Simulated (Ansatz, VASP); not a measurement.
Bi2Se3 in VASP and in Ansatz

Contents of INCAR:

```
SYSTEM = Bi2Se3
  ALGO = Normal
  EDIFF = 1E-6
  ENCUT = 520
  GGA = PS
  ISIF = 2
  ISMEAR = 0
  LASPH = .True.
  LCHARG = .False.
  LREAL = .False.
  LWAVE = .False.
  NBANDS = 32
  NELM = 100
  PREC = Accurate
  SIGMA = 0.01
```

KPOINTS

```
k-points
0
Gamma
  6 6 6
  0 0 0
```

Contents of POSCAR:

```
Bi2Se3
1.0
    2.0715000000      1.1959800000      9.5453300000
   -2.0715000000      1.1959800000      9.5453300000
    0.0000000000     -2.3919600000      9.5453300000
Bi Se
2 3
Direct
    0.4008000000      0.4008000000      0.4008000000
    0.5992000000      0.5992000000      0.5992000000
    0.0000000000      0.0000000000      0.0000000000
    0.2117000000      0.2117000000      0.2117000000
    0.7883000000      0.7883000000      0.7883000000
```

Input for Ansatz:

```yaml
crystal:
  lattice:
    - [2.0715, 1.19598, 9.54533]
    - [-2.0715, 1.19598, 9.54533]
    - [0.0, -2.39196, 9.54533]
  atoms:
    - { symbol: Bi, position: [0.4008, 0.4008, 0.4008] }
    - { symbol: Bi, position: [0.5992, 0.5992, 0.5992] }
    - { symbol: Se, position: [0.0, 0.0, 0.0] }
    - { symbol: Se, position: [0.2117, 0.2117, 0.2117] }
    - { symbol: Se, position: [0.7883, 0.7883, 0.7883] }
kpoints:
  mp_grid:
    grid: [6, 6, 6]
hamiltonian:
  xc: pbesol
  pseudopotentials:
    kind: paw
scf:
  occupations:
    method: fixed
output:
  eigenvalues: true
```

Alike in both runs: task single point; functional PBEsol; k mesh 6 × 6 × 6; no spin polarisation.

|  | VASP | Ansatz |
| --- | --- | --- |
| version | VASP 6.6.1 | Ansatz 0.2.0 |
| potentials or method | VASP PAW PBE potentials, release 64 (Bi_d, Se) | plane waves, PAW |
| plane-wave cutoff (eV) | 520 | 420 |
| occupations | gaussian, width 0.01 eV | fixed |
| valence electrons in the cell | 48 | 78 |

|  | VASP | Ansatz | Ansatz less VASP |
| --- | --- | --- | --- |
| gap on the k mesh at the Fermi level (eV) | 0.14 | 0.14 | +0.002 |

VASP's potentials were made for PBE, not for PBEsol. VASP's potentials hold 48 valence electrons a cell and Ansatz's 78, so a difference there can come from the potentials and not from the codes.

Neither program's run includes spin-orbit coupling.
